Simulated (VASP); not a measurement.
# KF (Pm-3m) in VASP: further runs, part 2 of 2

VASP 6.6.1.

**3. Single point, revpbe exchange, lda correlation**

Contents of INCAR:

```
PREC = Accurate
ENCUT = 600
EDIFF = 1E-6
ISMEAR = 0
SIGMA = 0.01
LREAL = F
LASPH = T
NELM = 120
ALGO = Normal
ISIF = 2
LWAVE = F
LCHARG = F
GGA = LIBXC
LIBXC1 = GGA_X_PBE_R
LIBXC2 = LDA_C_PW
NBANDS = 15
GGA_COMPAT = F
```

Contents of KPOINTS:

```
Automatic mesh
0
Gamma
  8 8 8
```

Contents of POSCAR:

```
KF
1.0
    3.2589550000      0.0000000000      0.0000000000
    0.0000000000      3.2589550000      0.0000000000
    0.0000000000      0.0000000000      3.2589550000
K F
1 1
Direct
    0.0000000000      0.0000000000      0.0000000000
    0.5000000000      0.5000000000      0.5000000000
```

Potentials or basis: VASP PAW PBE potentials, release 64 (K_sv, F).

Started as:

```
$ cat potpaw_PBE.64/K_sv/POTCAR potpaw_PBE.64/F/POTCAR > POTCAR
$ mpirun -np 1 vasp_std > vasp.out
```

OUTCAR:

```text
PREC = Accurate
   ENCUT = 600
   EDIFF = 1E-6
   ISMEAR = 0
   LREAL = F
   LASPH = T
   NELM = 120
   ISIF = 2
   GGA = LIBXC

 ion  position               nearest neighbor table
   1  0.000  0.000  0.000-   2 2.82   2 2.82   2 2.82   2 2.82   2 2.82   2 2.82   2 2.82   2 2.82

   2  0.500  0.500  0.500-   1 2.82   1 2.82   1 2.82   1 2.82   1 2.82   1 2.82   1 2.82   1 2.82

  LATTYP: Found a simple cubic cell.
 ALAT       =     3.2589550000

  Lattice vectors:

 A1 = (   3.2589550000,   0.0000000000,   0.0000000000)
 A2 = (   0.0000000000,   3.2589550000,   0.0000000000)
 A3 = (   0.0000000000,   0.0000000000,   3.2589550000)

Analysis of symmetry for initial positions (statically):
=====================================================================
 Subroutine PRICEL returns:
 Original cell was already a primitive cell.

 Routine SETGRP: Setting up the symmetry group for a
 simple cubic supercell.

 Subroutine GETGRP returns: Found 48 space group operations
 (whereof 48 operations were pure point group operations)
 out of a pool of 48 trial point group operations.

[... 167 lines left out ...]
 fundamental gap:      6.8491860516
 Fermi energy:        -1.9533650950

 k-point     1 :       0.0000    0.0000    0.0000
  band No.  band energies     occupation
      1     -29.3482      2.00000
      2     -21.0309      2.00000
      3     -12.3592      2.00000
      4     -12.3592      2.00000
      5     -12.3592      2.00000
      6      -2.1550      2.00000
      7      -2.1550      2.00000
      8      -2.1550      2.00000
      9       4.7435      0.00000
     10       6.4897      0.00000
     11       6.4897      0.00000
     12      11.6306      0.00000
     13      11.6306      0.00000
     14      11.6306      0.00000
[... 401 lines left out ...]
      2     -20.9505      2.00000
      3     -13.0433      2.00000
      4     -12.9415      2.00000
      5     -12.3072      2.00000
      6      -2.7936      2.00000
      7      -2.6829      2.00000
      8      -2.2627      2.00000
      9       7.1778      0.00000
     10       7.7429      0.00000
     11       9.5764      0.00000
     12       9.7660      0.00000
     13      11.1185      0.00000
     14      12.7176      0.00000
     15      14.1208      0.00000

 [... further k-points ...]
[... 5 lines left out ...]
  --------------------------------------------------------------------------------------
  -------------------------------------------------------------------------------------
  Total        1.2228851      1.2228851      1.2228851      0.0000000      0.0000000      0.0000000
  in kB       56.6058296     56.6058296     56.6058296      0.0000000      0.0000000      0.0000000
  external PRESSURE =      56.6058296 kB  Pullay stress =       0.0000000 kB

 VOLUME and BASIS-vectors are now :
 -----------------------------------------------------------------------------
  energy-cutoff  :      600.00
  volume of cell :       34.61
      direct lattice vectors                 reciprocal lattice vectors
     3.258955000  0.000000000  0.000000000     0.306846827  0.000000000  0.000000000
     0.000000000  3.258955000  0.000000000     0.000000000  0.306846827  0.000000000
     0.000000000  0.000000000  3.258955000     0.000000000  0.000000000  0.306846827

 POSITION                                       TOTAL-FORCE (eV/Angst)
 -----------------------------------------------------------------------------------
      0.00000      0.00000      0.00000         0.000000      0.000000      0.000000
      1.62948      1.62948      1.62948         0.000000      0.000000      0.000000
 -----------------------------------------------------------------------------------
    total drift:                                0.000000      0.000000      0.000000

  FREE ENERGIE OF THE ION-ELECTRON SYSTEM (eV)
  ---------------------------------------------------
  free  energy   TOTEN  =        -7.4518126326 eV

  energy  without entropy=       -7.4518126326  energy(sigma->0) =       -7.45181263
```

Wall time 18 s (1 thread of Intel Xeon Platinum 8259CL at 2.50GHz (Skylake/Cascade Lake), shared host); peak memory 0.16 GiB.

Results:

- Free energy: -7.4518 eV
- Pressure: 5.7 GPa
- Band gap on the k mesh: 6.85 eV (least direct gap 6.90 eV)

Levels at points of the mesh, in eV from the valence-band top:
```
           k point  band 5  band 6  band 7  band 8  band 9  band 10  band 11  band 12
(0.00, 0.00, 0.00)  -10.25   -0.05   -0.05   -0.05    6.85     8.60     8.60    13.74
(0.50, 0.00, 0.00)  -10.15   -1.12   -0.15   -0.15    9.49     9.73    11.45    12.45
(0.50, 0.50, 0.00)  -10.08   -0.58   -0.58    0.00    8.79     9.30    11.94    11.94
(0.50, 0.50, 0.50)  -10.79   -0.96   -0.96   -0.96   10.64    10.64    10.64    15.33
```

Caveat: the cell stands under pressure; the PAW data sets were made with another functional, which shifts forces and pressure a little.

**4. Single point, B3LYP**

POSCAR is that of step 3.

Contents of INCAR.step1:

```
ALGO     = Normal         # electronic algorithm
EDIFF    = 1E-5           # SCF threshold, eV
ENCUT    = 520            # plane-wave cutoff, eV
GGA      = PE             # functional
GGA_COMPAT= False        
ISIF     = 2              # what is computed and relaxed
ISMEAR   = 0              # smearing method
LASPH    = True           # aspherical terms in the spheres
LCHARG   = False          # write CHGCAR
LREAL    = False          # projectors in reciprocal space
LWAVE    = True           # write WAVECAR
NBANDS   = 15             # bands
NELM     = 120            # most SCF steps
PREC     = Accurate       # precision mode
SIGMA    = 0.01           # smearing width, eV
```

Contents of INCAR.step2:

```
AEXX     = 0.2            # exact-exchange fraction
AGGAC    = 0.81         
AGGAX    = 0.72         
ALDAC    = 0.19         
ALGO     = Normal         # electronic algorithm
EDIFF    = 1E-6           # SCF threshold, eV
ENCUT    = 520            # plane-wave cutoff, eV
GGA      = B3             # functional
GGA_COMPAT= False        
ISIF     = 2              # what is computed and relaxed
ISMEAR   = 0              # smearing method
ISTART   = 1            
LASPH    = True           # aspherical terms in the spheres
LCHARG   = False          # write CHGCAR
LHFCALC  = True           # exact exchange
LREAL    = False          # projectors in reciprocal space
LWAVE    = False          # write WAVECAR
NBANDS   = 15             # bands
NELM     = 120            # most SCF steps
PREC     = Accurate       # precision mode
PRECFOCK = Normal       
SIGMA    = 0.01           # smearing width, eV
```

Contents of KPOINTS:

```
k-points
0
Gamma
  5 5 5
```

Started as:

```
$ cat potpaw_PBE.64/K_sv/POTCAR potpaw_PBE.64/F/POTCAR > POTCAR
$ cp INCAR.step1 INCAR
$ mpirun -np 1 vasp_std > vasp.out
$ cp INCAR.step2 INCAR
$ mpirun -np 1 vasp_std > vasp.out
```

Run time: 3.4 min. Hardware: 1 thread of Intel Xeon 6975P-C (Granite Rapids), shared host; peak memory 0.15 GiB.

It converged, with:

| Property | Result |
| --- | --- |
| Free energy | -9.7639 eV |
| Pressure | -0.5 GPa |
| Band gap on the k mesh | 8.61 eV (least direct gap 8.63 eV) |

Levels at points of the mesh, in eV from the valence-band top:
```csv
k point,band 4,band 5,band 6,band 7,band 8,band 9,band 10,band 11,band 12,band 13
"(0.00, 0.00, 0.00)",-10.09,-10.09,-0.02,-0.02,-0.02,8.61,10.78,10.78,16.64,16.64
```

Caveat: the PAW data sets were made with another functional, which shifts forces and pressure a little; an odd mesh through Γ misses points on the zone boundary, where band edges can lie.

**5. Single point, PBE, non-collinear spin, typed start (16.61 Å³/atom)**

This run uses another cell than the first one, of 16.61 Å³/atom.

Contents of INCAR:

```
SYSTEM = KF
ALGO = Normal
EDIFF = 1E-6
ENCUT = 520
GGA = PE
ISIF = 2
ISMEAR = -1
LASPH = .TRUE.
LCHARG = .TRUE.
LNONCOLLINEAR = .TRUE.
LORBIT = 11
LREAL = .FALSE.
LVHAR = .TRUE.
LWAVE = .FALSE.
MAGMOM = -0.036 0.113 0.308 0 0 0
NBANDS = 28
NELM = 150
PREC = Accurate
SIGMA = 0.1
```

Contents of KPOINTS:

```
k-points
0
G
  6 6 6
  0 0 0
```

Contents of POSCAR:

```
KF
1.0
    3.2149096683      0.0000000000      0.0000000000
    0.0000000000      3.2149096683      0.0000000000
    0.0000000000      0.0000000000      3.2149096683
K F
1 1
Direct
    0.0000000000      0.0000000000      0.0000000000
    0.5000000000      0.5000000000      0.5000000000
```

Started as:

```
$ cat potpaw_PBE.64/K_sv/POTCAR potpaw_PBE.64/F/POTCAR > POTCAR
$ mpirun -np 1 vasp_ncl > vasp.out
```

It took 1.9 min on 1 thread of Intel Xeon Platinum 8259CL at 2.50GHz (Skylake/Cascade Lake), shared host; peak memory 0.29 GiB.

The run converged. Its results:

| Property | Result |
| --- | --- |
| Free energy | -8.0854 eV |
| Pressure | 1.5 GPa |
| Band gap on the k mesh | 6.54 eV (least direct gap 6.59 eV) |
| Net moment | 0.00 μB per cell |
| Valence electrons inside the program's atomic spheres | K 7.58; F 6.08 |

Levels at points of the mesh, in eV from the valence-band top:
```
           k point  band 14  band 15  band 16  band 17  band 18  band 19
(0.00, 0.00, 0.00)    -0.05    -0.05    -0.05     6.54     6.54     8.34
(0.50, 0.00, 0.00)    -0.18    -0.18    -0.18     9.37     9.37     9.62
(0.00, 0.50, 0.00)    -0.18    -0.18    -0.18     9.37     9.37     9.62
(0.00, 0.00, 0.50)    -0.18    -0.18    -0.18     9.37     9.37     9.62
(0.50, 0.50, 0.00)    -0.62     0.00     0.00     8.57     8.57     9.12
(0.00, 0.50, 0.50)    -0.62     0.00     0.00     8.57     8.57     9.12
(0.50, 0.00, 0.50)    -0.62     0.00     0.00     8.57     8.57     9.12
(0.50, 0.50, 0.50)    -1.10    -1.10    -1.10    10.62    10.62    10.62
```

Moments on the atoms (μB; x, y, z):
```
K   0.00 0.00 0.00
F   0.00 0.00 0.00
```

**6. Single point, PBE, non-collinear spin, typed start (17.31 Å³/atom)**

Contents of INCAR:

```
SYSTEM = KF
  ALGO = Normal
  EDIFF = 1E-6
  ENCUT = 520
  GGA = PE
  ISIF = 2
  ISMEAR = -1
  LASPH = .TRUE.
  LCHARG = .FALSE.
  LNONCOLLINEAR = .TRUE.
  LORBIT = 11
  LREAL = .FALSE.
  LWAVE = .FALSE.
  MAGMOM = -0.036 0.113 0.308 0 0 0
  NBANDS = 28
  NELM = 150
  PREC = Accurate
  SIGMA = 0.1
```

KPOINTS is that of step 5.

Contents of POSCAR:

```
KF
1.0
    3.2589550000      0.0000000000      0.0000000000
    0.0000000000      3.2589550000      0.0000000000
    0.0000000000      0.0000000000      3.2589550000
K F
1 1
Direct
    0.0000000000      0.0000000000      0.0000000000
    0.5000000000      0.5000000000      0.5000000000
```

Potentials or basis: VASP PAW PBE potentials, release 64 (K_sv, F).

Started as:

```
$ cat potpaw_PBE.64/K_sv/POTCAR potpaw_PBE.64/F/POTCAR > POTCAR
$ mpirun -np 1 vasp_ncl > vasp.out
```

Wall time 1.8 min (1 thread of Intel Xeon Platinum 8259CL at 2.50GHz (Skylake/Cascade Lake), shared host); peak memory 0.3 GiB.

It converged, with:

```
Free energy                                           : -8.0935 eV
Pressure                                              : 0.0 GPa
Band gap on the k mesh                                : 6.26 eV (least direct gap 6.31 eV)
Net moment                                            : 0.00 μB per cell
Valence electrons inside the program's atomic spheres : K 7.57; F 6.07
```

Levels at points of the mesh, in eV from the valence-band top:
| k point | band 14 | band 15 | band 16 | band 17 | band 18 | band 19 |
| --- | --- | --- | --- | --- | --- | --- |
| (0.00, 0.00, 0.00) | -0.05 | -0.05 | -0.05 | 6.26 | 6.26 | 8.29 |
| (0.50, 0.00, 0.00) | -0.16 | -0.16 | -0.16 | 9.28 | 9.28 | 9.35 |
| (0.00, 0.50, 0.00) | -0.16 | -0.16 | -0.16 | 9.28 | 9.28 | 9.35 |
| (0.00, 0.00, 0.50) | -0.16 | -0.16 | -0.16 | 9.28 | 9.28 | 9.35 |
| (0.50, 0.50, 0.00) | -0.62 | 0.00 | 0.00 | 8.46 | 8.46 | 8.97 |
| (0.00, 0.50, 0.50) | -0.62 | 0.00 | 0.00 | 8.46 | 8.46 | 8.97 |
| (0.50, 0.00, 0.50) | -0.62 | 0.00 | 0.00 | 8.46 | 8.46 | 8.97 |
| (0.50, 0.50, 0.50) | -1.03 | -1.03 | -1.03 | 10.43 | 10.43 | 10.43 |

Moments on the atoms (μB; x, y, z):
```
K   0.00 0.00 0.00
F   0.00 0.00 0.00
```

**7. Overview**

```tsv
level	spin	cell	k mesh	cutoff (eV)	smearing	grid for exact exchange (PRECFOCK)	share of exact exchange	gap on the mesh (eV)	pressure (GPa)	moment (μB)
PBEsol	collinear	a = 3.259 Å, 2 atoms	8 × 8 × 8	520	gaussian 0.1 eV	-	-	6.10	-2.5	0.00
revpbe exchange, lda correlation	off	a = 3.259 Å, 2 atoms	8 × 8 × 8	600	gaussian 0.01 eV	-	-	6.85	5.7	-
B3LYP	off	a = 3.259 Å, 2 atoms	5 × 5 × 5	520	gaussian 0.01 eV	Normal	0.2	8.61	-0.5	-
PBE	non-collinear, typed start	a = 3.215 Å, 2 atoms	6 × 6 × 6	520	fermi-dirac 0.1 eV	-	-	6.54	1.5	0.00
PBE	non-collinear, typed start	a = 3.259 Å, 2 atoms	6 × 6 × 6	520	fermi-dirac 0.1 eV	-	-	6.26	0.0	0.00
```

Alike in all rows: task single point; potentials or basis VASP PAW PBE potentials, release 64 (K_sv, F).

On the cell as given the gap runs from 6.10 eV (PBEsol) to 8.61 eV (B3LYP); the meshes differ, which moves gaps too. The pressure there spans -2.5 GPa (PBEsol) to 5.7 GPa (revpbe exchange, lda correlation); a positive pressure means that this level wants a larger cell, a negative one a smaller.

Caveats: the PAW data sets were made with another functional, which shifts forces and pressure a little (at least some runs); the cell stands under pressure (at least some runs); an odd mesh through Γ misses points on the zone boundary, where band edges can lie (at least some runs).

Absolute energies hang on the potentials; compare differences alone.
